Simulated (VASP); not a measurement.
Sb3Os:

```xyz
4
Lattice="4.5583 0.0000 0.0000 0.0000 4.5583 0.0000 0.0000 0.0000 4.5583" Properties=species:S:1:pos:R:3 pbc="T T T"
Sb    0.0000    2.2792    2.2792
Sb    2.2792    0.0000    2.2792
Sb    2.2792    2.2792    0.0000
Os    0.0000    0.0000    0.0000
```

```yaml
Program: VASP 6.6.1
Task: relaxation of cell and atoms
Functional: PBE
Potentials_or_basis: VASP PAW PBE potentials, release 64 (Sb, Os)
Cutoff: 600 eV
k_mesh: 4 × 4 × 4
Occupations: gaussian, width 0.1 eV
Spin: no spin polarisation
```

At the start: pressure -4.9 GPa; volume 23.68 Å³/atom.

Where does the relaxation end?

Over 3 steps the energy falls by 20.5 meV/atom and the volume is 22.42 Å³/atom (-5.3 %); space group Pm-3m (No. 221, to 0.05 Å).

Step by step:
```tsv
step	energy change (eV)	largest force (eV/Å)	pressure (GPa)	volume (Å³)
1	0.0000	0.0000	-4.88	94.72
2	-0.0050	0.0000	5.80	85.17
3	-0.0818	0.0000	-0.04	89.66
```

Final structure:
```cif
data_structure
_symmetry_space_group_name_H-M 'P 1'
_symmetry_Int_Tables_number 1
_cell_length_a 4.4758
_cell_length_b 4.4758
_cell_length_c 4.4758
_cell_angle_alpha 90.000
_cell_angle_beta 90.000
_cell_angle_gamma 90.000
_cell_volume 89.66
loop_
_atom_site_label
_atom_site_type_symbol
_atom_site_fract_x
_atom_site_fract_y
_atom_site_fract_z
_atom_site_occupancy
Sb1 Sb 0.00000 0.50000 0.50000 1
Sb2 Sb 0.50000 0.00000 0.50000 1
Sb3 Sb 0.50000 0.50000 0.00000 1
Os1 Os 0.00000 0.00000 0.00000 1
```
